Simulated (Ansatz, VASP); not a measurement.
ZnW2: VASP beside Ansatz

The input INCAR:

```
SYSTEM = ZnW2
PREC = Accurate
ENCUT = 600
EDIFF = 1E-6
ISMEAR = 0
SIGMA = 0.1
LREAL = .FALSE.
LASPH = .TRUE.
NELM = 100
ALGO = Normal
ISIF = 3
LWAVE = .FALSE.
LCHARG = .FALSE.
GGA = PE
IBRION = 2
NSW = 90
EDIFFG = -0.04
```

Contents of KPOINTS:

```
Automatic mesh
0
G
  4 4 4
  0 0 0
```

Contents of POSCAR:

```
ZnW2
1.0
    0.0000000000      3.5960849075      3.5960849075
    3.5960849075      0.0000000000      3.5960849075
    3.5960849075      3.5960849075      0.0000000000
Zn W
2 4
Direct
    0.0000000000      0.0000000000      0.0000000000
    0.2500000000      0.2500000000      0.2500000000
    0.6250000000      0.6250000000      0.6250000000
    0.1250000000      0.6250000000      0.6250000000
    0.6250000000      0.6250000000      0.1250000000
    0.6250000000      0.1250000000      0.6250000000
```

Input for Ansatz:

```yaml
crystal:
  lattice:
    - [0.0, 3.5960849075, 3.5960849075]
    - [3.5960849075, 0.0, 3.5960849075]
    - [3.5960849075, 3.5960849075, 0.0]
  atoms:
    - { symbol: Zn, position: [0.0, 0.0, 0.0] }
    - { symbol: Zn, position: [0.25, 0.25, 0.25] }
    - { symbol: W, position: [0.625, 0.625, 0.625] }
    - { symbol: W, position: [0.125, 0.625, 0.625] }
    - { symbol: W, position: [0.625, 0.625, 0.125] }
    - { symbol: W, position: [0.625, 0.125, 0.625] }
basis:
  ecutwfc: 420
kpoints:
  mp_grid: { grid: [4, 4, 4] }
hamiltonian:
  xc: pbe
scf:
  occupations: { method: gaussian, width: 0.1 }
  lower_state_search: "off"
output:
  forces: true
  stress: true
  eigenvalues: true
relax:
  adjacent_minimum: "off"
  f_tol: 0.04
  max_steps: 70
  cell: { stress_tol: 0.4 }
```

Alike in both runs: task relaxation of cell and atoms; functional PBE; k mesh 4 × 4 × 4; occupations gaussian, width 0.1 eV; no spin polarisation.

```csv
,VASP,Ansatz
version,VASP 6.6.1,Ansatz 0.2.0
potentials or method,"VASP PAW PBE potentials, release 64 (Zn, W_sv), cutoff 600 eV","scalar-relativistic, plane waves, PAW"
valence electrons in the cell,80,80
```

```csv
,VASP,Ansatz,Ansatz less VASP
"gap on the k mesh at the Fermi level, each at its own relaxed structure (eV)",none,none,-
relaxed volume (Å³/atom),17.53,17.46,-0.075
relaxed cell length with the largest relative difference (Å),5.299,5.291,-0.0075
```

A gap of «none» marks a metal or a gap that the smearing closes.

The k mesh is coarse, so the values compare programs but aren't converged. Neither program's run includes spin-orbit coupling.
